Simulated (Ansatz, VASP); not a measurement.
## MnSe: VASP beside Ansatz

```
CELL_PARAMETERS angstrom
0.00000 2.55305 2.55305
2.55305 0.00000 2.55305
2.55305 2.55305 0.00000
ATOMIC_POSITIONS crystal
Mn 0.00000 0.00000 0.00000
Se 0.50000 0.50000 0.50000
```

Alike in both runs: task relaxation of cell and atoms; functional LDA; k mesh 14 × 14 × 14; occupations gaussian, width 0.2 eV; collinear spin.

|  | VASP | Ansatz |
| --- | --- | --- |
| version | VASP 6.6.1 | Ansatz 0.2.0 |
| potentials or method | VASP PAW LDA potentials, release 64 (Mn_pv, Se), cutoff 600 eV | scalar-relativistic, plane waves, PAW |
| valence electrons in the cell | 19 | 31 |

VASP gave:

| Quantity | Value |
| --- | --- |
| gap on the k mesh at the Fermi level, each at its own relaxed structure (eV) | none |
| net moment per atom (μB) | 1.91 |
| size of the moment on the site where the two differ most (μB) | 3.54 |
| relaxed volume (Å³/atom) | 16.50 |
| relaxed cell length with the largest relative difference (Å) | 3.601 |

Which values does Ansatz return?

gap on the k mesh at the Fermi level, each at its own relaxed structure (eV): none; net moment per atom (μB): 1.97; size of the moment on the site where the two differ most (μB): 3.57; relaxed volume (Å³/atom): 16.66; relaxed cell length with the largest relative difference (Å): 3.612.

LDA's correlation is that of Perdew and Zunger in VASP and of Perdew and Wang (1992) in Ansatz. Site moments also hang on the region over which each program counts them. A gap of «none» marks a metal or a gap that the smearing closes. VASP's potentials hold 19 valence electrons a cell and Ansatz's 31, so a difference there can come from the potentials and not from the codes.
